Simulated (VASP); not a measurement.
Write the native input for VASP 6.6.1 that does the following.

* Task: single point
* Functional: PBE
* Potentials or basis: VASP PAW PBE potentials, release 64 (Ta_pv)
* Cutoff: 520 eV
* k mesh: 13 × 13 × 8
* Occupations: fermi-dirac, width 0.1 eV
* Spin: no spin polarisation
* Dipole correction: no
* Further INCAR settings: ALGO = Normal; EDIFF = 1e-06; NBANDS = 18

The structure of Ta lies in POSCAR:

```
Ta
1.0
   -1.6600479313      1.6600479313      1.6600479313
    1.6600479313     -1.6600479313      1.6600479313
    3.3200958627      3.3200958627      0.0000000000
Ta
2
Direct
    0.0000000000      0.0000000000      0.0000000000
    0.5000000000      0.5000000000      0.5000000000
```

The input as run:

INCAR

```
SYSTEM = Ta
PREC = Accurate
ENCUT = 520
EDIFF = 1E-6
ISMEAR = -1
SIGMA = 0.1
LREAL = .FALSE.
LASPH = .TRUE.
NELM = 80
ALGO = Normal
ISIF = 2
LWAVE = .FALSE.
LCHARG = .TRUE.
GGA = PE
LELF = .TRUE.
LVHAR = .TRUE.
NBANDS = 18
```

KPOINTS

```
regular mesh
0
G
  13 13 8
  0 0 0
```

Potentials or basis: VASP PAW PBE potentials, release 64 (Ta_pv).

The run is started by

```sh
$ cat potpaw_PBE.64/Ta_pv/POTCAR > POTCAR
$ mpirun -np 1 vasp_std > vasp.out
```

It gave:

```json
{
  "Pressure": "0.3 GPa",
  "Band gap on the k mesh": "zero (band 11 reaches 6.75 eV, above the bottom of band 12 at 4.04 eV)"
}
```

Caveat: spin-orbit coupling is left out, which moves the levels of the heavy elements.

Wall time 49 s on 1 thread of Intel(R) Xeon(R) Platinum 8488C (Sapphire Rapids) (shared host), peak memory 0.26 GiB.
